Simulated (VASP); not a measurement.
# B in VASP: a series of runs, part 2 of 2

VASP 6.6.1. Earlier steps stand in the parts before.

### 3 Single point, PBEsol

This run uses another cell than the first one: it holds 6 atoms, not 8.

INCAR reads:

```
PREC = Accurate ; ENCUT = 520
EDIFF = 1E-6 ; ISMEAR = 0
SIGMA = 0.1 ; LREAL = F
LASPH = T ; NELM = 80
ALGO = Normal ; ISIF = 2
LWAVE = F ; LCHARG = F
GGA = PS ; NBANDS = 18
```

KPOINTS reads:

```
regular mesh
0
Gamma
  14 6 4
```

POSCAR reads:

```
B
1.0
    0.0076770011     -0.0124621887     -1.6323295327
    2.2127024453     -3.4068589594     -0.0339042957
   -6.7702018393     -3.4947564018     -0.0036553234
B
6
Direct
   -0.0845972551      0.2790393070      0.5241519075
    0.9248153364      1.0540298435      0.8684958743
    0.4085168348      0.4461505854      0.9648485246
    0.4179462604      0.2207616541      0.3091352102
    0.4283795571     -0.0256188275      0.6507508919
    0.9049392665      0.5256374376      0.1826175914
```

Potentials or basis: VASP PAW PBE potentials, release 64 (B).

On the command line:

```bash
$ cat potpaw_PBE.64/B/POTCAR > POTCAR
$ mpirun -np 1 vasp_std > vasp.out
```

OUTCAR:

```text
PREC = Accurate
   ENCUT = 520
   EDIFF = 1E-6
   ISMEAR = 0
   LREAL = F
   LASPH = T
   NELM = 80
   ISIF = 2
   GGA = PS

 ion  position               nearest neighbor table
   1  0.915  0.279  0.524-   4 1.82   4 1.82   5 1.83   5 1.83
   2  0.925  0.054  0.868-   5 1.85   5 1.85   3 1.87   3 1.87
   3  0.409  0.446  0.965-   6 1.85   6 1.85   2 1.87   2 1.87
   4  0.418  0.221  0.309-   1 1.82   1 1.82   6 1.83   6 1.83
   5  0.428  0.974  0.651-   1 1.83   1 1.83   2 1.85   2 1.85
   6  0.905  0.526  0.183-   4 1.83   4 1.83   3 1.85   3 1.85

  LATTYP: Found a triclinic cell.
 ALAT       =     4.0624979485
 B/A-ratio  =     1.8754439931
 C/A-ratio  =     0.4018205490
 COS(alpha) =     0.0001974593
 COS(beta)  =     0.0173090638
 COS(gamma) =     0.0993203702

  Lattice vectors:

 A1 = (  -2.2127024453,   3.4068589594,   0.0339042957)
 A2 = (  -6.7702018393,  -3.4947564018,  -0.0036553234)
 A3 = (  -0.0076770011,   0.0124621887,   1.6323295327)

Analysis of symmetry for initial positions (statically):
=====================================================================
 Subroutine PRICEL returns:
 Original cell was already a primitive cell.

 Routine SETGRP: Setting up the symmetry group for a
 triclinic supercell.

 Subroutine GETGRP returns: Found  1 space group operations
 (whereof  1 operations were pure point group operations)
 out of a pool of  2 trial point group operations.

The static configuration has the point symmetry C_1 .

Analysis of symmetry for dynamics (positions and initial velocities):
=====================================================================
 Subroutine PRICEL returns:
 Original cell was already a primitive cell.

 Routine SETGRP: Setting up the symmetry group for a
 triclinic supercell.

[... 132 lines left out ...]
     AMIX_MAG =   1.60;   BMIX_MAG =  1.00
  volume/ion in A,a.u.               =       8.38        56.54
  Fermi-wavevector in a.u.,A,eV,Ry     =   1.162518  2.196841 18.387582  1.351449
  Thomas-Fermi vector in A             =   2.299079
   LORBIT       =      0    0 simple, 1 ext, 2 COOP (PROOUT), +10 PAW based schemes
   GGA     = PS    functional components
   LHFCALC =     F    Hartree Fock is set to
   AEXX    =    0.0000 exact exchange contribution
   IVDW    =     0    specifies the selected vdW correction
   LEPSILON=     F    determine dielectric tensor
   LRPA    =     F    only Hartree local field effects (RPA)
 non-spin polarized calculation
 Gauss-broadening in eV      SIGMA  =   0.10
  energy-cutoff  :      520.00
  volume of cell :       50.27
 maximum number of plane-waves:      1388
   NGX =  7   NGY = 15   NGZ = 29

 number of electron      18.0000000 magnetization

 Free energy of the ion-electron system (eV)
  ---------------------------------------------------
  ext. energy  EPLUGINS =         0.00000000
  ---------------------------------------------------
  free energy    TOTEN  =       -39.01005539 eV

  energy without entropy =      -39.00506534  energy(sigma->0) =      -39.00756036

 E-fermi :   5.3202     XC(G=0): -10.9000

 val. band max:        5.3027906780   @ k =  -0.3571   0.3333   0.5000
 cond. band min:       5.3217062571   @ k =  -0.3571  -0.3333   0.2500
 fundamental gap:      0.0189155790
 Fermi energy:         5.3202177101

 k-point     1 :       0.0000    0.0000    0.0000
  band No.  band energies     occupation
      1     -11.1525      2.00000
      2      -9.4011      2.00000
      3      -9.3079      2.00000
      4      -4.8185      2.00000
      5      -4.5310      2.00000
      6      -2.1309      2.00000
[... 481 lines left out ...]
      5      -4.6821      2.00000
      6      -2.4185      2.00000
[... 10 lines left out ...]
     17      14.7887      0.00000
     18      15.5883      0.00000

 [... further k-points ...]

------------------------ aborting loop because EDIFF is reached ----------------------------------------

  FORCE on cell =-STRESS in cart. coord.  units (eV):
  Direction    XX          YY          ZZ          XY          YZ          ZX
  --------------------------------------------------------------------------------------
  -------------------------------------------------------------------------------------
  Total        0.0650574     -0.0064454      0.1296968      0.0141135      0.0013601      0.0002176
  in kB        2.0735282     -0.2054308      4.1337323      0.4498305      0.0433499      0.0069367
  external PRESSURE =       2.0006099 kB  Pullay stress =       0.0000000 kB

 VOLUME and BASIS-vectors are now :
 -----------------------------------------------------------------------------
  energy-cutoff  :      520.00
  volume of cell :       50.27
      direct lattice vectors                 reciprocal lattice vectors
     0.007677001 -0.012462189 -1.632329533    -0.002109347  0.004727140 -0.612667408
     2.212702445 -3.406858959 -0.033904296     0.113481179 -0.219843242  0.002212129
    -6.770201839 -3.494756402 -0.003655323    -0.110619466 -0.071845921  0.000028261

 POSITION                                       TOTAL-FORCE (eV/Angst)
 -----------------------------------------------------------------------------------
     -2.92416     -2.79384     -1.50562         0.001789     -0.007942      0.000458
     -5.75324     -3.23078     -1.51461        -0.006081     -0.003273     -0.000322
     -5.54188     -4.89697     -0.68549         0.005279      0.003136      0.000486
     -1.60122     -1.83766     -0.69084        -0.000498      0.006875     -0.000243
     -2.24641     -5.59913     -0.73467        -0.005024      0.009068      0.000083
     -0.06633     -2.44025     -1.49565         0.004534     -0.007865     -0.000461
 -----------------------------------------------------------------------------------
    total drift:                               -0.000007      0.000007     -0.000000

  FREE ENERGIE OF THE ION-ELECTRON SYSTEM (eV)
  ---------------------------------------------------
  free  energy   TOTEN  =       -39.0100553909 eV

  energy  without entropy=      -39.0050653351  energy(sigma->0) =      -39.00756036
```

Wall time 84 s (1 thread of Intel Xeon Platinum 8259CL at 2.50GHz (Skylake/Cascade Lake), shared host); peak memory 0.22 GiB.

Results:

```
Free energy            : -39.0101 eV
Pressure               : 0.2 GPa
Largest force          : 0.010 eV/Å
Band gap on the k mesh : zero (bands 9 and 10 overlap by 8.63 eV)
```

Forces in eV/Å, atoms in the order of the input:
```
B    0.002 -0.008  0.000
B   -0.006 -0.003  0.000
B    0.005  0.003  0.000
B    0.000  0.007  0.000
B   -0.005  0.009  0.000
B    0.005 -0.008  0.000
```

Stress tensor (GPa, compression positive):
```
 0.21  0.04  0.00
 0.04 -0.02  0.00
 0.00  0.00  0.41
```

Caveat: the PAW data sets were made with another functional, which shifts forces and pressure a little.

### 4 Single point, PBEsol

This run uses another cell than the first one: it holds 6 atoms, not 8.

INCAR reads:

```
ALGO     = Normal         # electronic algorithm
EDIFF    = 1E-7           # SCF threshold, eV
ENCUT    = 520            # plane-wave cutoff, eV
GGA      = PS             # functional
ISIF     = 2              # what is computed and relaxed
ISMEAR   = 0              # smearing method
LASPH    = True           # aspherical terms in the spheres
LCHARG   = False          # write CHGCAR
LREAL    = False          # projectors in reciprocal space
LWAVE    = False          # write WAVECAR
NBANDS   = 18             # bands
NELM     = 60             # most SCF steps
PREC     = Accurate       # precision mode
SIGMA    = 0.1            # smearing width, eV
```

KPOINTS reads:

```
k-points
0
Gamma
  22 10 6
```

POSCAR reads:

```
B
1.0
    1.6336756264     -0.0127693809      0.0010116281
    0.0385991403      3.9728923083     -0.0256128789
    0.0002837920      0.6924304001      7.6287983227
B
6
Direct
    0.7501528461      0.4690475966      0.1066515188
    0.7491241943      0.6992298591      0.4519671382
    0.2508758057      0.3007701409      0.5480328618
    0.2498471539      0.5309524034      0.8933484812
    0.2487432578      0.7777190132      0.2354819041
    0.7512567422      0.2222809868      0.7645180959
```

On the command line:

```bash
$ cat potpaw_PBE.64/B/POTCAR > POTCAR
$ mpirun -np 1 vasp_std > vasp.out
```

Wall time 5.5 min (1 thread of Intel Xeon Platinum 8259CL at 2.50GHz (Skylake/Cascade Lake), shared host); peak memory 0.49 GiB.

Results (log left out):

```yaml
Free_energy: -39.0053 eV
Pressure: 0.2 GPa
Largest_force: 0.007 eV/Å
Band_gap_on_the_k_mesh: zero (bands 9 and 10 overlap by 8.59 eV)
```

Forces in eV/Å, atoms in the order of the input:
```
B    0.000 -0.004  0.001
B    0.000  0.005  0.005
B    0.000 -0.005 -0.005
B    0.000  0.004 -0.001
B    0.000  0.007 -0.002
B    0.000 -0.007  0.002
```

Stress tensor (GPa, compression positive):
```
 0.49 -0.01  0.00
-0.01 -0.01  0.03
 0.00  0.03  0.18
```

Levels at points of the mesh, in eV from the Fermi level:
```tsv
k point	band 6	band 7	band 8	band 9	band 10	band 11	band 12	band 13
(0.00, 0.00, 0.00)	-7.55	-5.69	-4.44	-4.08	-3.38	-3.31	-2.37	3.45
(0.50, 0.00, 0.00)	-6.58	3.89	3.90	4.23	4.24	5.47	5.48	6.57
(0.00, 0.50, 0.00)	-8.37	-7.41	-6.47	-5.23	-1.51	0.90	2.27	4.23
(0.50, 0.50, 0.00)	-6.61	3.45	3.46	3.97	3.98	4.87	4.89	5.54
(0.00, 0.00, 0.50)	-7.54	-5.57	-4.80	-4.70	-3.70	-2.74	-1.98	3.37
(0.50, 0.00, 0.50)	-6.39	3.34	3.35	4.89	4.90	5.57	5.58	6.63
(0.00, 0.50, 0.50)	-9.17	-7.29	-6.74	-5.00	-0.74	0.84	1.08	4.12
(0.50, 0.50, 0.50)	-6.47	3.33	3.34	4.28	4.28	4.60	4.62	5.69
```

Caveat: the PAW data sets were made with another functional, which shifts forces and pressure a little.

### 5 Summary

```tsv
cell	k mesh	cutoff (eV)	gap on the mesh (eV)	pressure (GPa)	largest force (eV/Å)
a = 1.640, b = 2.841, c = 14.551 Å, angles 90.8, 92.7, 90.0°, 8 atoms, atomic positions A	10 × 6 × 2	500	none	0.0	0.08
a = 1.632, b = 4.062, c = 7.619 Å, angles 95.7, 90.0, 89.0°, 6 atoms, atomic positions B	14 × 6 × 4	520	none	0.2	0.01
a = 1.634, b = 3.973, c = 7.660 Å, angles 85.2, 90.0, 89.9°, 6 atoms, atomic positions C	22 × 10 × 6	520	none	0.2	0.01
```

Alike in all rows: task single point; level PBEsol; potentials or basis VASP PAW PBE potentials, release 64 (B); no spin polarisation; smearing gaussian 0.1 eV.

Caveats: some runs use coarse meshes; the PAW data sets were made with another functional, which shifts forces and pressure a little.

Absolute energies hang on the potentials; compare differences alone.
